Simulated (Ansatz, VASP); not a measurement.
# Two plane-wave programs on F

INCAR

```
SYSTEM = F
PREC = Accurate ; ENCUT = 520
EDIFF = 1E-6 ; ISMEAR = 0
SIGMA = 0.05 ; LREAL = .False.
LASPH = .True. ; NELM = 100
ALGO = Normal ; ISIF = 2
LWAVE = .False. ; LCHARG = .False.
GGA = PS ; NBANDS = 22
```

KPOINTS

```
regular mesh
0
Gamma
  4 4 2
  0 0 0
```

POSCAR

```
F
1.0
    2.9625350767     -1.8447133723     -0.2284962625
    2.9625350767      1.8447133723     -0.2284962625
   -2.1850844018      0.0000000000      7.3699594290
F
4
Direct
    0.0848459664      0.0848459664      0.0940038325
    0.9151540336      0.9151540336      0.9059961675
    0.5015719855      0.5015719855      0.5937195244
    0.4984280145      0.4984280145      0.4062804756
```

Input for Ansatz:

```yaml
crystal:
  lattice:
    - [2.9625350767, -1.8447133723, -0.2284962625]
    - [2.9625350767, 1.8447133723, -0.2284962625]
    - [-2.1850844018, 0.0, 7.369959429]
  atoms:
    - { symbol: F, position: [0.0848459664, 0.0848459664, 0.0940038325] }
    - { symbol: F, position: [0.9151540336, 0.9151540336, 0.9059961675] }
    - { symbol: F, position: [0.5015719855, 0.5015719855, 0.5937195244] }
    - { symbol: F, position: [0.4984280145, 0.4984280145, 0.4062804756] }
basis:
  ecutwfc: 520.0
kpoints:
  mp_grid: { grid: [4, 4, 2] }
hamiltonian:
  xc: pbesol
scf:
  occupations: { method: gaussian, width: 0.05 }
output:
  forces: true
  stress: true
  eigenvalues: true
```

Change from the starting cell: volume 19.678 Å^3 an atom, stretch along a over the lengths across it, relative to the relaxed cell 0.9230.

Alike in both runs: task single point; functional PBEsol; k mesh 4 × 4 × 2; occupations gaussian, width 0.05 eV; no spin polarisation.

```csv
,VASP,Ansatz
version,VASP 6.6.1,Ansatz 0.2.0
potentials or method,"VASP PAW PBE potentials, release 64 (F), cutoff 520 eV","scalar-relativistic, plane waves, PAW"
valence electrons in the cell,28,28
```

|  | VASP | Ansatz | Ansatz less VASP |
| --- | --- | --- | --- |
| gap on the k mesh at the Fermi level (eV) | 2.61 | 2.69 | +0.071 |
| least direct gap on the mesh (eV) | 2.67 | 2.74 | +0.071 |
| pressure (GPa) | -2.1 | -2.3 | -0.24 |
| traceless stress, the component that is largest in VASP (GPa) | -2.61 | -3.81 | -1.203 |
| rms of the force components (eV/Å) | 0.455 | 0.665 | +0.2102 |

VASP's potentials were made for PBE, not for PBEsol. Atom by atom the forces differ by 0.210 eV/Å (rms over components).

The k mesh is coarse, so the values compare programs but aren't converged.
